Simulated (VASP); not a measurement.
Input of a VASP 6.6.1 run:

The input INCAR:

```
SYSTEM = SiH5Cl
PREC = Accurate ; ENCUT = 520
EDIFF = 1E-7 ; ISMEAR = -1
SIGMA = 0.05 ; LREAL = Auto
LASPH = .True. ; NELM = 80
ALGO = Normal ; ISIF = 2
LWAVE = .False. ; LCHARG = .False.
NBANDS = 52
```

KPOINTS

```
Automatic mesh
0
Gamma
  1 1 1
  0 0 0
```

Contents of POSCAR:

```
SiH5Cl
1.0
    7.7059940000      0.0000000000      0.0000000000
    0.0000000000      7.7059940000      0.0000000000
    0.0000000000      0.0000000000      7.7059940000
Cl H Si
4 20 4
Direct
    0.6491089856      0.4942534038      0.8406744935
    0.2790441053      0.4968121357      0.6052255258
    0.6925865850      0.2082289696      0.1488776034
    0.3663288535      0.8765485372      0.9036913339
    0.6480835391      0.3821389315      0.9738496710
    0.4102184768      0.4804775876      0.7165772794
    0.8207427321      0.1495712397      0.0486968037
    0.2888947540      0.9332151960      0.7631554657
    0.0568411391      0.4591194234      0.2872106559
    0.0926454863      0.2891797111      0.0232718156
    0.2329224253      0.5726322101      0.0466385960
    0.3379145518      0.3275836020      0.2191334994
    0.3777853325      1.0123956261      0.3425756202
    0.1935688610      1.0285271448      0.5983110945
    0.0718474380      1.1045847018      0.3201014778
    0.1409437780      0.8003533043      0.3836746669
    0.9595796008      1.0884109993      0.8941247879
    0.7575595169      0.8510595165      0.9330458421
    0.7254782836      1.0555208529      0.6877050755
    0.9664408796      0.8459966692      0.6914303536
    0.7530692486      0.8801314700      0.3873888221
    0.6348754606      0.5903584245      0.4346197872
    0.5259396830      0.7677662350      0.1951972163
    0.8197982706      0.6471922699      0.1824640974
    0.1807696533      0.4132625157      0.1445705944
    0.1970758111      0.9845893441      0.4077827820
    0.8489681249      0.9560323678      0.7987830377
    0.6833208234      0.7209922104      0.2993011011
```

Potentials or basis: VASP PAW LDA potentials, release 64 (Cl, H, Si).

Command:

```console
$ cat potpaw_LDA.64/Cl/POTCAR potpaw_LDA.64/H/POTCAR potpaw_LDA.64/Si/POTCAR > POTCAR
$ mpirun -np 1 vasp_gam > vasp.out
```

What does it give for the largest force?

0.301 eV/Å.

Predict the band gap on the k mesh.

5.39 eV.

Stress tensor (GPa, compression positive):
```
-0.64  0.08 -0.01
 0.08 -0.38 -0.18
-0.01 -0.18 -0.52
```

Caveat: the k points lie up to 0.82 Å⁻¹ apart.
